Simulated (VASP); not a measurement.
# Tl in VASP: single point with PBEsol

Aim: the single point of Tl with PBEsol.

All numbers are computed with VASP 6.6.1; they aren't measurements. Logs are shortened: lines on timing, memory, paths and dates and some standing lists are left out, and cuts for length are marked.

**1. The cell of the first run**

The cell holds a slab with vacuum, 6 atoms: a = 3.462 Å, b = 3.462 Å, c = 29.780 Å, α = 90.00°, β = 90.00°, γ = 60.00°.

**2. Single point, PBEsol**

Input file INCAR:

```
SYSTEM = Tl
PREC     = Accurate       ! precision mode
ENCUT    = 520            ! plane-wave cutoff, eV
EDIFF    = 1E-6           ! SCF threshold, eV
ISMEAR   = 1              ! smearing method
SIGMA    = 0.1            ! smearing width, eV
LREAL    = .False.        ! projectors in reciprocal space
LASPH    = .True.         ! aspherical terms in the spheres
NELM     = 60             ! most SCF steps
ALGO     = Normal         ! electronic algorithm
ISIF     = 2              ! what is computed and relaxed
LWAVE    = .False.        ! write WAVECAR
LCHARG   = .False.        ! write CHGCAR
LDIPOL   = .True.       
IDIPOL   = 3            
DIPOL    = 0.5 0.5 0.500
GGA      = PS             ! functional
NBANDS   = 48             ! bands
```

Input file KPOINTS:

```
regular mesh
0
Gamma
  9 9 1
  0 0 0
```

Input file POSCAR:

```
Tl
1.0
    3.4617901980      0.0000000000      0.0000000000
    1.7308950990      2.9979982540      0.0000000000
    0.0000000000      0.0000000000     29.7797228180
Tl
6
Direct
    0.6666666667      0.6666666667      0.2686391693
    0.0000000000      0.0000000000      0.3611835016
    0.6666666667      0.6666666667      0.4537278339
    0.0000000000      0.0000000000      0.5462721661
    0.6666666667      0.6666666667      0.6388164984
    0.0000000000      0.0000000000      0.7313608307
```

Potentials or basis: VASP PAW PBE potentials, release 64 (Tl_d).

On the command line:

```console
cat potpaw_PBE.64/Tl_d/POTCAR > POTCAR
mpirun -np 1 vasp_std > vasp.out
```

OUTCAR:

```text
SYSTEM = Tl
   PREC = Accurate
   ENCUT = 520
   EDIFF = 1E-6
   ISMEAR = 1
   LREAL = .False.
   LASPH = .True.
   NELM = 60
   ISIF = 2
   GGA = PS

 ion  position               nearest neighbor table
   1  0.667  0.667  0.269-   2 3.40   2 3.40   2 3.40
   2  0.000  0.000  0.361-   3 3.40   1 3.40   3 3.40   1 3.40   3 3.40   1 3.40
   3  0.667  0.667  0.454-   4 3.40   4 3.40   4 3.40   2 3.40   2 3.40   2 3.40
   4  0.000  0.000  0.546-   3 3.40   3 3.40   3 3.40   5 3.40   5 3.40   5 3.40
   5  0.667  0.667  0.639-   4 3.40   6 3.40   4 3.40   6 3.40   4 3.40   6 3.40
   6  0.000  0.000  0.731-   5 3.40   5 3.40   5 3.40

  LATTYP: Found a hexagonal cell.
 ALAT       =     3.4617901980
 C/A-ratio  =     8.6024054362

  Lattice vectors:

 A1 = (  -1.7308950990,  -2.9979982540,   0.0000000000)
 A2 = (   3.4617901980,   0.0000000000,   0.0000000000)
 A3 = (   0.0000000000,   0.0000000000,  29.7797228180)

Analysis of symmetry for initial positions (statically):
=====================================================================
 Subroutine PRICEL returns:
 Original cell was already a primitive cell.

 Routine SETGRP: Setting up the symmetry group for a
 hexagonal supercell.

 Subroutine GETGRP returns: Found 12 space group operations
 (whereof  6 operations were pure point group operations)
 out of a pool of 24 trial point group operations.

The static configuration has the point symmetry C_3v.
 The point group associated with its full space group is D_3d.

Analysis of symmetry for dynamics (positions and initial velocities):
=====================================================================
 Subroutine PRICEL returns:
 Original cell was already a primitive cell.

 Routine SETGRP: Setting up the symmetry group for a
 hexagonal supercell.

 Subroutine GETGRP returns: Found 12 space group operations
 (whereof  6 operations were pure point group operations)
 out of a pool of 24 trial point group operations.

The dynamic configuration has the point symmetry C_3v.
 The point group associated with its full space group is D_3d.

 Subroutine INISYM returns: Found 12 space group operations
 (whereof  6 operations are pure point group operations),
 and found     1 'primitive' translations

----------------------------------------------------------------------------------------

                                     Primitive cell

[... 94 lines left out ...]
   TEBEG  =    0.0;   TEEND  =   0.0 temperature during run
   PSTRESS=    0.0 pullay stress
   NELECT =      78.0000    total number of electrons
   NUPDOWN=      -1.0000    fix difference up-down
   EMIN   =  10.00;   EMAX   =-10.00  energy-range for DOS
   EFERMI =   0.00;   METHOD = LEGACY
   ISMEAR =     1;   SIGMA  =   0.10  broadening in eV -4-tet -1-fermi 0-gaus
   EFERMI_NEDOS =   21; number of points for ismear=-14 and -15
   IALGO  =     38    algorithm
   IMIX   =      4    mixing-type and parameters
     AMIX     =   0.40;   BMIX     =  1.00
     AMIX_MAG =   1.60;   BMIX_MAG =  1.00
  volume/ion in A,a.u.               =      51.51       347.61
  Fermi-wavevector in a.u.,A,eV,Ry     =   1.034559  1.955034 14.562495  1.070313
  Thomas-Fermi vector in A             =   2.168860
   LORBIT       =      0    0 simple, 1 ext, 2 COOP (PROOUT), +10 PAW based schemes
   GGA     = PS    functional components
   LHFCALC =     F    Hartree Fock is set to
   AEXX    =    0.0000 exact exchange contribution
   IVDW    =     0    specifies the selected vdW correction
   LEPSILON=     F    determine dielectric tensor
   LRPA    =     F    only Hartree local field effects (RPA)
 non-spin polarized calculation
 Methfessel and Paxton  Order N= 1 SIGMA  =   0.10
  energy-cutoff  :      520.00
  volume of cell :      309.07
 maximum number of plane-waves:      8387
 NGX is ok and might be reduce to    28
   NGX = 13   NGY = 13   NGZ =111

 dipolmoment           0.000000      0.000000     -0.000000 electrons x Angstroem

 number of electron      78.0000002 magnetization

 dipolmoment           0.000000      0.000000      0.000001 electrons x Angstroem

 Free energy of the ion-electron system (eV)
  ---------------------------------------------------
  ext. energy  EPLUGINS =         0.00000000
  ---------------------------------------------------
  free energy    TOTEN  =       -15.31450115 eV

  energy without entropy =      -15.31081457  energy(sigma->0) =      -15.31327229

 E-fermi :   1.8521     XC(G=0):  -6.2460

 val. band max:        1.8172456758   @ k =   0.2222  -0.0000   0.0000
 cond. band min:       1.8599370986   @ k =  -0.4444   0.2222   0.0000
 fundamental gap:      0.0426914228
 Fermi energy:         1.8520674519

 k-point     1 :       0.0000    0.0000    0.0000
  band No.  band energies     occupation
      1      -9.8428      2.00000
      2      -9.8269      2.00000
      3      -9.7513      2.00000
      4      -9.7051      2.00000
      5      -9.6544      2.00000
      6      -9.6470      2.00000
[... 601 lines left out ...]
     47       3.4902     -0.00000
     48       4.3238      0.00000

------------------------ aborting loop because EDIFF is reached ----------------------------------------

 vacuum level on the upper side and lower side of the slab       (xc-potential included)        -0.169        -0.167

  FORCE on cell =-STRESS in cart. coord.  units (eV):
  Direction    XX          YY          ZZ          XY          YZ          ZX
  --------------------------------------------------------------------------------------
  -------------------------------------------------------------------------------------
  Total       -1.2377043     -1.2377043     -0.1226750      0.0000000      0.0000000      0.0000000
  in kB       -6.4161528     -6.4161528     -0.6359368      0.0000000      0.0000000      0.0000000
  external PRESSURE =      -4.4894141 kB  Pullay stress =       0.0000000 kB

 VOLUME and BASIS-vectors are now :
 -----------------------------------------------------------------------------
  energy-cutoff  :      520.00
  volume of cell :      309.07
      direct lattice vectors                 reciprocal lattice vectors
     3.461790198  0.000000000  0.000000000     0.288867881 -0.166777949  0.000000000
     1.730895099  2.997998254  0.000000000     0.000000000  0.333555898  0.000000000
     0.000000000  0.000000000 29.779722818     0.000000000  0.000000000  0.033579896

 POSITION                                       TOTAL-FORCE (eV/Angst)
 -----------------------------------------------------------------------------------
      3.46179      1.99867      8.00000         0.000000      0.000000     -0.046563
      0.00000      0.00000     10.75594        -0.000000     -0.000000      0.110932
      3.46179      1.99867     13.51189        -0.000000     -0.000000     -0.088796
      0.00000      0.00000     16.26783         0.000000      0.000000      0.088796
      3.46179      1.99867     19.02378        -0.000000     -0.000000     -0.110932
      0.00000      0.00000     21.77972        -0.000000     -0.000000      0.046563
 -----------------------------------------------------------------------------------
    total drift:                               -0.000001     -0.000000      0.000152

  FREE ENERGIE OF THE ION-ELECTRON SYSTEM (eV)
  ---------------------------------------------------
  free  energy   TOTEN  =       -15.3145011538 eV

  energy  without entropy=      -15.3108145747  energy(sigma->0) =      -15.31327229

 vacuum level on the upper side and lower side of the slab         5.559         5.559
```

It took 2.5 min on 1 thread of Intel Xeon 6975P-C (Granite Rapids), shared host; peak memory 0.45 GiB.

Results:

```yaml
Free_energy: -15.3145 eV
Largest_force: 0.111 eV/Å
Band_gap_on_the_k_mesh: zero (bands 39 and 40 overlap by 2.64 eV)
```

Forces on the atoms (eV/Å):
```
Tl   0.000  0.000 -0.047
Tl   0.000  0.000  0.111
Tl   0.000  0.000 -0.089
Tl   0.000  0.000  0.089
Tl   0.000  0.000 -0.111
Tl   0.000  0.000  0.047
```

Caveat: the PAW data sets were made with another functional, which shifts forces and pressure a little; spin-orbit coupling is left out, which moves the levels of the heavy elements.
